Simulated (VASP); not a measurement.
Input of a VASP 6.6.1 run:

INCAR

```
SYSTEM = NaTa3O3
ALGO     = Normal         ! electronic algorithm
EDIFF    = 1E-7           ! SCF threshold, eV
ENCUT    = 520            ! plane-wave cutoff, eV
GGA      = PE             ! functional
ISIF     = 2              ! what is computed and relaxed
ISMEAR   = 0              ! smearing method
LASPH    = .True.         ! aspherical terms in the spheres
LCHARG   = .True.         ! write CHGCAR
LELF     = .True.         ! ELF
LREAL    = .False.        ! projectors in reciprocal space
LVHAR    = .True.       
LWAVE    = .False.        ! write WAVECAR
NBANDS   = 38             ! bands
NELM     = 60             ! most SCF steps
PREC     = Accurate       ! precision mode
SIGMA    = 0.1            ! smearing width, eV
```

KPOINTS

```
k-points
0
Gamma
  12 12 4
  0 0 0
```

The input POSCAR:

```
NaTa3O3
1.0
    2.5395460754     -1.4857788937     -0.0006518427
    2.5395460754      1.4857788937     -0.0006518427
   -0.7601246442      0.0000000000     11.9331877294
Na Ta O
1 3 3
Direct
    0.9706918261      0.9706918261      0.9929745105
    0.5606710590      0.5606710590      0.4489795611
    0.9303340644      0.9303340644      0.7380280365
    0.0172283202      0.0172283202      0.2443953582
    0.5786512819      0.5786512819      0.6297069867
    0.6133343655      0.6133343655      0.8493381687
    0.3274760268      0.3274760268      0.1305773783
```

Potentials or basis: VASP PAW PBE potentials, release 64 (Na_pv, Ta_pv, O).

Command:

```console
$ cat potpaw_PBE.64/Na_pv/POTCAR potpaw_PBE.64/Ta_pv/POTCAR potpaw_PBE.64/O/POTCAR > POTCAR
$ mpirun -np 1 vasp_std > vasp.out
```

Q: Estimate the pressure.

A: 0.4 GPa.

Q: Estimate the band gap on the k mesh.

A: Zero (bands 29 and 30 overlap by 1.34 eV).

Stress tensor (GPa, compression positive):
```
 0.37  0.00 -0.03
 0.00  0.33  0.00
-0.03  0.00  0.44
```

Caveat: spin-orbit coupling is left out, which moves the levels of the heavy elements.
